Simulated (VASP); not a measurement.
A run of VASP 6.6.1 is set up as follows.

The input INCAR:

```
SYSTEM = Ti
PREC = Accurate
ENCUT = 500
EDIFF = 1E-6
ISMEAR = -1
SIGMA = 0.05
LREAL = .FALSE.
LASPH = .TRUE.
NELM = 120
ALGO = Normal
ISIF = 2
LWAVE = .FALSE.
LCHARG = .TRUE.
GGA = PS
LELF = .TRUE.
LVHAR = .TRUE.
NBANDS = 19
GGA_COMPAT = .FALSE.
```

KPOINTS

```
regular mesh
0
G
  15 15 8
  0 0 0
```

The input POSCAR:

```
Ti
1.0
    2.0794557187      0.0000000000      0.0000000000
   -1.0397278594      1.8008614784      0.0000000000
    0.0000000000      0.0000000000      4.0207848063
Ti
2
Direct
    0.3333333333      0.6666666667      0.2500000000
    0.6666666667      0.3333333333      0.7500000000
```

Potentials or basis: VASP PAW PBE potentials, release 64 (Ti_sv).

Run with:

```sh
$ cat potpaw_PBE.64/Ti_sv/POTCAR > POTCAR
$ mpirun -np 1 vasp_std > vasp.out
```

(1) Predict the pressure.

(2) What does it give for the band gap on the k mesh?

Answers

(1) 314.1 GPa.

(2) zero (bands 12 and 13 overlap by 1.99 eV).

Caveat: atoms lie so close that the PAW spheres overlap strongly, which falsifies energies and pressures; the cell stands under pressure; the PAW data sets were made with another functional, which shifts forces and pressure a little.
